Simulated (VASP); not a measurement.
# Te2Mo in VASP: a series of runs

Runs on Te2Mo. Level: r2SCAN. Tasks: single point.

Program: VASP 6.6.1. These are calculated values, not measurements. Logs are shortened: lines on timing, memory, paths and dates and some standing lists are left out, and cuts for length are marked.

### 1 The cell of the first run

The cell holds a slab with vacuum, 3 atoms: a = 3.560 Å, b = 3.560 Å, c = 17.524 Å, α = 90.00°, β = 90.00°, γ = 120.00°.

### 2 Single point, r2SCAN (atom 1 (Te) moved by (+0.000, -0.100) A along x and y)

POSCAR

```
Te2Mo
1.0
    3.5602328140      0.0000000000      0.0000000000
   -1.7801164070      3.0832520603      0.0000000000
    0.0000000000      0.0000000000     17.5240578200
Te Mo
2 1
Direct
    0.3171166897      0.6342333793      0.8978554500
    0.3333333333      0.6666666667      0.1021445500
    0.0000000000      0.0000000000      0.0000000000
```

INCAR.step1

```
SYSTEM = Te2Mo
PREC = Accurate
ENCUT = 520
ISMEAR = 0
SIGMA = 0.05
LREAL = .False.
LASPH = .True.
NELM = 100
NBANDS = 20
GGA = PE
ALGO = Normal
EDIFF = 1E-4
LWAVE = .True.
LCHARG = .False.
```

INCAR.step2

```
SYSTEM = Te2Mo
PREC = Accurate
ENCUT = 520
EDIFF = 1E-6
ISMEAR = 0
SIGMA = 0.05
LREAL = .False.
LASPH = .True.
NELM = 100
ALGO = Normal
ISIF = 2
LWAVE = .False.
LCHARG = .True.
METAGGA = R2SCAN
LMIXTAU = .True.
LELF = .True.
LVHAR = .True.
NBANDS = 20
ISTART = 1
```

KPOINTS

```
Automatic mesh
0
Gamma
  12 12 2
  0 0 0
```

Potentials or basis: VASP PAW PBE potentials, release 64 (Te, Mo_sv).

On the command line:

```console
> cat potpaw_PBE.64/Te/POTCAR potpaw_PBE.64/Mo_sv/POTCAR > POTCAR
> cp INCAR.step1 INCAR
> mpirun -np 1 vasp_std > vasp.out
> cp INCAR.step2 INCAR
> mpirun -np 1 vasp_std > vasp.out
```

OUTCAR:

```text
SYSTEM = Te2Mo
   PREC = Accurate
   ENCUT = 520
   EDIFF = 1E-6
   ISMEAR = 0
   LREAL = .False.
   LASPH = .True.
   NELM = 100
   ISIF = 2
   METAGGA = R2SCAN
   ISTART = 1

 ion  position               nearest neighbor table
   1  0.317  0.634  0.898-   3 2.65   3 2.76   3 2.76   2 3.58
   2  0.333  0.667  0.102-   3 2.73   3 2.73   3 2.73   1 3.58
   3  0.000  0.000  0.000-   1 2.65   2 2.73   2 2.73   2 2.73   1 2.76   1 2.76

  LATTYP: Found a hexagonal cell.
 ALAT       =     3.5602328140
 C/A-ratio  =     4.9221662558

  Lattice vectors:

 A1 = (   3.5602328140,   0.0000000000,   0.0000000000)
 A2 = (  -1.7801164070,   3.0832520603,   0.0000000000)
 A3 = (   0.0000000000,   0.0000000000,  17.5240578200)

Analysis of symmetry for initial positions (statically):
=====================================================================
 Subroutine PRICEL returns:
 Original cell was already a primitive cell.

 Routine SETGRP: Setting up the symmetry group for a
 hexagonal supercell.

 Subroutine GETGRP returns: Found  2 space group operations
 (whereof  2 operations were pure point group operations)
 out of a pool of 24 trial point group operations.

The static configuration has the point symmetry C_1h.

Analysis of symmetry for dynamics (positions and initial velocities):
=====================================================================
 Subroutine PRICEL returns:
 Original cell was already a primitive cell.

 Routine SETGRP: Setting up the symmetry group for a
 hexagonal supercell.

 Subroutine GETGRP returns: Found  2 space group operations
 (whereof  2 operations were pure point group operations)
 out of a pool of 24 trial point group operations.

The dynamic configuration has the point symmetry C_1h.

 Subroutine INISYM returns: Found  2 space group operations
 (whereof  2 operations are pure point group operations),
 and found     1 'primitive' translations

----------------------------------------------------------------------------------------

                                     Primitive cell

  volume of cell :     192.3633

  direct lattice vectors                    reciprocal lattice vectors
[... 83 lines left out ...]
   ISPIN  =      1    spin polarized calculation?
   LNONCOLLINEAR =      F non collinear calculations
   LSORBIT =      F    spin-orbit coupling
   LASPH  =      T    aspherical Exc in radial PAW
   ENCUT  =  520.0 eV  38.22 Ry    6.18 a.u.   6.62  6.62 32.58*2*pi/ulx,y,z
   NELM   =    100;   NELMIN=  2; NELMDL=  0     # of ELM steps
   EDIFF  = 0.1E-05   stopping-criterion for ELM
   LREAL  =      F    real-space projection
   EDIFFG = 0.1E-04   stopping-criterion for IOM
   NSW    =      0    number of steps for IOM
   IBRION =     -1    ionic relax: 0-MD 1-quasi-New 2-CG
   NFREE  =      0    steps in history (QN), initial steepest desc. (CG)
   ISIF   =      2    stress and relaxation
   ISYM   =      2    0-nonsym 1-usesym 2-fastsym
   POTIM  = 0.5000    time-step for ionic-motion
   TEBEG  =    0.0;   TEEND  =   0.0 temperature during run
   PSTRESS=    0.0 pullay stress
   NELECT =      26.0000    total number of electrons
   NUPDOWN=      -1.0000    fix difference up-down
   EMIN   =  10.00;   EMAX   =-10.00  energy-range for DOS
   EFERMI =   0.00;   METHOD = LEGACY
   ISMEAR =     0;   SIGMA  =   0.05  broadening in eV -4-tet -1-fermi 0-gaus
   EFERMI_NEDOS =   21; number of points for ismear=-14 and -15
   IALGO  =     38    algorithm
   IMIX   =      4    mixing-type and parameters
     AMIX     =   0.40;   BMIX     =  1.00
     AMIX_MAG =   1.60;   BMIX_MAG =  1.00
  volume/ion in A,a.u.               =      64.12       432.71
  Fermi-wavevector in a.u.,A,eV,Ry     =   0.840153  1.587660  9.603777  0.705858
  Thomas-Fermi vector in A             =   1.954489
   LORBIT       =      0    0 simple, 1 ext, 2 COOP (PROOUT), +10 PAW based schemes
   METAGGA = R2SCAN    functional components
   LHFCALC =     F    Hartree Fock is set to
   AEXX    =    0.0000 exact exchange contribution
   IVDW    =     0    specifies the selected vdW correction
   LEPSILON=     F    determine dielectric tensor
   LRPA    =     F    only Hartree local field effects (RPA)
 non-spin polarized calculation
 Gauss-broadening in eV      SIGMA  =   0.05
  energy-cutoff  :      520.00
  volume of cell :      192.36
 maximum number of plane-waves:      5262
   NGX = 13   NGY = 13   NGZ = 65

 number of electron      26.0000000 magnetization

 Free energy of the ion-electron system (eV)
  ---------------------------------------------------
  ext. energy  EPLUGINS =         0.00000000
  ---------------------------------------------------
  free energy    TOTEN  =       -77.73543958 eV

  energy without entropy =      -77.73543958  energy(sigma->0) =      -77.73543958

 E-fermi :   0.3178     XC(G=0):  -4.7721

 val. band max:       -0.0102376061   @ k =   0.3333   0.3333   0.5000
 cond. band min:       1.1120126949   @ k =   0.3333   0.3333   0.0000
 fundamental gap:      1.1222503010
 Fermi energy:         0.3177807460

 k-point     1 :       0.0000    0.0000    0.0000
  band No.  band energies     occupation
      1     -62.6507      2.00000
      2     -36.0738      2.00000
      3     -35.9872      2.00000
      4     -35.9749      2.00000
      5     -13.1230      2.00000
      6     -12.0635      2.00000
[... 541 lines left out ...]
     19       6.7414      0.00000
     20       6.9358      0.00000

 [... further k-points ...]

------------------------ aborting loop because EDIFF is reached ----------------------------------------

  FORCE on cell =-STRESS in cart. coord.  units (eV):
  Direction    XX          YY          ZZ          XY          YZ          ZX
  --------------------------------------------------------------------------------------
  -------------------------------------------------------------------------------------
  Total       -0.2137157      0.4141090      0.2108413      0.0000000     -1.2542935      0.0000000
  in kB       -1.7800204      3.4490792      1.7560792      0.0000000    -10.4469048      0.0000000
  external PRESSURE =       1.1417127 kB  Pullay stress =       0.0000000 kB

 VOLUME and BASIS-vectors are now :
 -----------------------------------------------------------------------------
  energy-cutoff  :      520.00
  volume of cell :      192.36
      direct lattice vectors                 reciprocal lattice vectors
     3.560232814  0.000000000  0.000000000     0.280880508  0.162166437  0.000000000
    -1.780116407  3.083252060  0.000000000     0.000000000  0.324332873  0.000000000
     0.000000000  0.000000000 17.524057820     0.000000000  0.000000000  0.057064409

 POSITION                                       TOTAL-FORCE (eV/Angst)
 -----------------------------------------------------------------------------------
      0.00000      1.95550     15.73407         0.000000      0.727367     -0.102994
     -0.00000      2.05550      1.78999        -0.000000      0.026727      0.022271
      0.00000      0.00000      0.00000        -0.000000     -0.754094      0.080722
 -----------------------------------------------------------------------------------
    total drift:                               -0.000000     -0.000017      0.000011

  FREE ENERGIE OF THE ION-ELECTRON SYSTEM (eV)
  ---------------------------------------------------
  free  energy   TOTEN  =       -77.7354395804 eV

  energy  without entropy=      -77.7354395804  energy(sigma->0) =      -77.73543958
```

OUTCAR.step1:

```text
SYSTEM = Te2Mo
   PREC = Accurate
   ENCUT = 520
   ISMEAR = 0
   LREAL = .False.
   LASPH = .True.
[... 777 lines left out ...]
      0.00000      1.95550     15.73407         0.000000      0.711179     -0.318143
     -0.00000      2.05550      1.78999         0.000000      0.025411      0.238399
      0.00000      0.00000      0.00000        -0.000000     -0.736590      0.079744
 -----------------------------------------------------------------------------------
    total drift:                               -0.000000      0.000488     -0.000008

  FREE ENERGIE OF THE ION-ELECTRON SYSTEM (eV)
  ---------------------------------------------------
  free  energy   TOTEN  =       -17.9858930330 eV

  energy  without entropy=      -17.9858930330  energy(sigma->0) =      -17.98589303
```

OSZICAR.step1:

```text
N       E                     dE             d eps       ncg     rms          rms(c)
DAV:   1     0.131180592241E+03    0.13118E+03   -0.11484E+04  4624   0.104E+03
DAV:   2    -0.986808440288E+01   -0.14105E+03   -0.13715E+03  4628   0.223E+02
DAV:   3    -0.184624949149E+02   -0.85944E+01   -0.85056E+01  4584   0.448E+01
DAV:   4    -0.186505427942E+02   -0.18805E+00   -0.18787E+00  4892   0.684E+00
DAV:   5    -0.186525531558E+02   -0.20104E-02   -0.20103E-02  4712   0.761E-01    0.148E+01
DAV:   6    -0.182801540914E+02    0.37240E+00   -0.48104E+00  3624   0.119E+01    0.623E+00
DAV:   7    -0.182370788507E+02    0.43075E-01   -0.46128E+00  3792   0.996E+00    0.454E+00
DAV:   8    -0.179893155626E+02    0.24776E+00   -0.11393E+00  3892   0.539E+00    0.129E+00
DAV:   9    -0.179906210152E+02   -0.13055E-02   -0.90354E-02  4344   0.158E+00    0.747E-01
DAV:  10    -0.179861880063E+02    0.44330E-02   -0.20625E-02  4040   0.830E-01    0.185E-01
DAV:  11    -0.179859591511E+02    0.22886E-03   -0.77905E-04  4556   0.164E-01    0.725E-02
DAV:  12    -0.179858930330E+02    0.66118E-04   -0.10738E-04  2720   0.525E-02
   1 F= -.17985893E+02 E0= -.17985893E+02  d E =-.270454E-22
```

Run time: 17 min. Hardware: 1 thread of AMD EPYC 7R13 (Zen 3), shared host; peak memory 0.55 GiB.

What came out:

* Free energy: -77.7354 eV
* Largest force: 0.758 eV/Å
* Band gap on the k mesh: 1.12 eV

Forces on the atoms (eV/Å):
```
Te   0.000  0.727 -0.103
Te   0.000  0.027  0.022
Mo   0.000 -0.754  0.081
```

Levels at points of the mesh, in eV from the valence-band top:
```
           k point  band 11  band 12  band 13  band 14  band 15  band 16
(0.00, 0.00, 0.00)    -1.16    -0.87    -0.41     2.99     3.32     3.40
(0.50, 0.00, 0.00)    -1.67    -0.78    -0.42     1.47     1.85     3.43
(0.00, 0.50, 0.00)    -1.80    -0.81    -0.44     1.43     1.83     3.66
(0.00, 0.00, 0.50)    -1.16    -0.87    -0.41     2.99     3.32     3.40
(0.50, 0.00, 0.50)    -1.67    -0.78    -0.42     1.47     1.85     3.43
(0.00, 0.50, 0.50)    -1.80    -0.81    -0.44     1.43     1.83     3.66
```

Caveat: the cell differs from its parent crystal (atom 1 (Te) moved by (+0.000, -0.100) A along x and y); the PAW data sets were made with another functional, which shifts forces and pressure a little; spin-orbit coupling is left out, which moves the levels of the heavy elements.

### 3 Single point, r2SCAN (atom 1 (Te) moved by (+0.000, +0.100) A along x and y)

POSCAR, as its differences from that of step 2:

```diff
@@ -8,3 +8,3 @@
 Direct
-    0.3171166897      0.6342333793      0.8978554500
+    0.3495499770      0.6990999540      0.8978554500
     0.3333333333      0.6666666667      0.1021445500
```

INCAR.step1

```
ALGO     = Normal         # electronic algorithm
EDIFF    = 1E-4           # SCF threshold, eV
ENCUT    = 520            # plane-wave cutoff, eV
GGA      = PE             # functional
ISMEAR   = 0              # smearing method
LASPH    = T              # aspherical terms in the spheres
LCHARG   = F              # write CHGCAR
LREAL    = F              # projectors in reciprocal space
LWAVE    = T              # write WAVECAR
NBANDS   = 20             # bands
NELM     = 100            # most SCF steps
PREC     = Accurate       # precision mode
SIGMA    = 0.05           # smearing width, eV
```

INCAR.step2

```
ALGO     = Normal         # electronic algorithm
EDIFF    = 1E-6           # SCF threshold, eV
ENCUT    = 520            # plane-wave cutoff, eV
ISIF     = 2              # what is computed and relaxed
ISMEAR   = 0              # smearing method
ISTART   = 1            
LASPH    = T              # aspherical terms in the spheres
LCHARG   = T              # write CHGCAR
LELF     = T              # ELF
LMIXTAU  = T            
LREAL    = F              # projectors in reciprocal space
LVHAR    = T            
LWAVE    = F              # write WAVECAR
METAGGA  = R2SCAN         # meta-GGA
NBANDS   = 20             # bands
NELM     = 100            # most SCF steps
PREC     = Accurate       # precision mode
SIGMA    = 0.05           # smearing width, eV
```

KPOINTS

```
k-points
0
Gamma
  12 12 2
```

Potentials or basis: VASP PAW PBE potentials, release 64 (Te, Mo_sv).

On the command line:

```console
> cat potpaw_PBE.64/Te/POTCAR potpaw_PBE.64/Mo_sv/POTCAR > POTCAR
> cp INCAR.step1 INCAR
> mpirun -np 1 vasp_std > vasp.out
> cp INCAR.step2 INCAR
> mpirun -np 1 vasp_std > vasp.out
```

OUTCAR:

```text
EDIFF = 1E-6
   ENCUT = 520
   ISIF = 2
   ISMEAR = 0
   ISTART = 1
   LASPH = T
   LREAL = F
   METAGGA = R2SCAN
   NELM = 100
   PREC = Accurate

 ion  position               nearest neighbor table
   1  0.350  0.699  0.898-   3 2.69   3 2.69   3 2.80   2 3.58
   2  0.333  0.667  0.102-   3 2.73   3 2.73   3 2.73   1 3.58
   3  0.000  0.000  0.000-   1 2.69   1 2.69   2 2.73   2 2.73   2 2.73   1 2.80

[... 748 lines left out ...]

  FORCE on cell =-STRESS in cart. coord.  units (eV):
  Direction    XX          YY          ZZ          XY          YZ          ZX
  --------------------------------------------------------------------------------------
  -------------------------------------------------------------------------------------
  Total        0.4185848     -0.2262662      0.1928918      0.0000000      1.0699342      0.0000000
  in kB        3.4863580     -1.8845523      1.6065792      0.0000000      8.9113918      0.0000000
  external PRESSURE =       1.0694616 kB  Pullay stress =       0.0000000 kB

 VOLUME and BASIS-vectors are now :
 -----------------------------------------------------------------------------
  energy-cutoff  :      520.00
  volume of cell :      192.36
      direct lattice vectors                 reciprocal lattice vectors
     3.560232814  0.000000000  0.000000000     0.280880508  0.162166437  0.000000000
    -1.780116407  3.083252060  0.000000000     0.000000000  0.324332873  0.000000000
     0.000000000  0.000000000 17.524057820     0.000000000  0.000000000  0.057064409

 POSITION                                       TOTAL-FORCE (eV/Angst)
 -----------------------------------------------------------------------------------
      0.00000      2.15550     15.73407         0.000000     -0.638810     -0.092832
     -0.00000      2.05550      1.78999        -0.000000     -0.041161      0.022314
      0.00000      0.00000      0.00000        -0.000000      0.679971      0.070518
 -----------------------------------------------------------------------------------
    total drift:                               -0.000000      0.000028      0.000003

  FREE ENERGIE OF THE ION-ELECTRON SYSTEM (eV)
  ---------------------------------------------------
  free  energy   TOTEN  =       -77.7383913156 eV

  energy  without entropy=      -77.7383913156  energy(sigma->0) =      -77.73839132
```

OUTCAR.step1:

```text
EDIFF = 1E-4
   ENCUT = 520
   GGA = PE
   ISMEAR = 0
[... 778 lines left out ...]
      0.00000      2.15550     15.73407         0.000000     -0.621508     -0.308086
     -0.00000      2.05550      1.78999         0.000000     -0.038480      0.238544
      0.00000      0.00000      0.00000        -0.000000      0.659988      0.069542
 -----------------------------------------------------------------------------------
    total drift:                                0.000000     -0.000399     -0.000011

  FREE ENERGIE OF THE ION-ELECTRON SYSTEM (eV)
  ---------------------------------------------------
  free  energy   TOTEN  =       -17.9888835196 eV

  energy  without entropy=      -17.9888835196  energy(sigma->0) =      -17.98888352
```

OSZICAR.step1:

```text
N       E                     dE             d eps       ncg     rms          rms(c)
DAV:   1     0.129877860692E+03    0.12988E+03   -0.11499E+04  4640   0.104E+03
DAV:   2    -0.997120427845E+01   -0.13985E+03   -0.13586E+03  4660   0.222E+02
DAV:   3    -0.184629836118E+02   -0.84918E+01   -0.84019E+01  4560   0.445E+01
DAV:   4    -0.186535992678E+02   -0.19062E+00   -0.19047E+00  4896   0.688E+00
DAV:   5    -0.186556511860E+02   -0.20519E-02   -0.20518E-02  4724   0.761E-01    0.148E+01
DAV:   6    -0.182834081434E+02    0.37224E+00   -0.48282E+00  3648   0.119E+01    0.623E+00
DAV:   7    -0.182401249796E+02    0.43283E-01   -0.46210E+00  3760   0.996E+00    0.454E+00
DAV:   8    -0.179922854624E+02    0.24784E+00   -0.11393E+00  3860   0.540E+00    0.128E+00
DAV:   9    -0.179936198790E+02   -0.13344E-02   -0.90879E-02  4352   0.158E+00    0.748E-01
DAV:  10    -0.179891773395E+02    0.44425E-02   -0.20715E-02  4016   0.831E-01    0.185E-01
DAV:  11    -0.179889497000E+02    0.22764E-03   -0.78144E-04  4532   0.164E-01    0.729E-02
DAV:  12    -0.179888835196E+02    0.66180E-04   -0.11049E-04  2752   0.531E-02
   1 F= -.17988884E+02 E0= -.17988884E+02  d E =-.259124E-22
```

It took 18 min on 1 thread of AMD EPYC 7R13 (Zen 3), shared host; peak memory 0.55 GiB.

What came out:

```yaml
Free_energy: -77.7384 eV
Largest_force: 0.684 eV/Å
Band_gap_on_the_k_mesh: 1.12 eV
```

Forces on the atoms (eV/Å):
```
Te   0.000 -0.639 -0.093
Te   0.000 -0.041  0.022
Mo   0.000  0.680  0.071
```

Caveat: the cell differs from its parent crystal (atom 1 (Te) moved by (+0.000, +0.100) A along x and y); the PAW data sets were made with another functional, which shifts forces and pressure a little; spin-orbit coupling is left out, which moves the levels of the heavy elements.
